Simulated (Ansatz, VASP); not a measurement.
One calculation of Be, two programs

```
CELL_PARAMETERS angstrom
0.00000 1.41753 1.41753
1.41753 0.00000 1.41753
1.41753 1.41753 0.00000
ATOMIC_POSITIONS crystal
Be 0.00000 0.00000 0.00000
```

Change from the starting cell: volume scaled by 0.76, PAW files.

Alike in both runs: task single point; functional LDA; k mesh 21 × 21 × 21; occupations fermi-dirac, width 0.05 eV; no spin polarisation.

```csv
,VASP,Ansatz
version,VASP 6.6.1,Ansatz 0.2.0
potentials or method,"VASP PAW LDA potentials, release 64 (Be)","PAW with Ansatz's default frozen-core files, scalar-relativistic"
plane-wave cutoff (eV),520,420
valence electrons in the cell,2,2
```

Ansatz gave:

- pressure (GPa): 57.1

What did VASP give for the same quantities?

Pressure (GPa): 58.1.

LDA's correlation is that of Perdew and Zunger in VASP and of Perdew and Wang (1992) in Ansatz. Both programs put the cell under a high pressure, so it lies far from rest at this level.
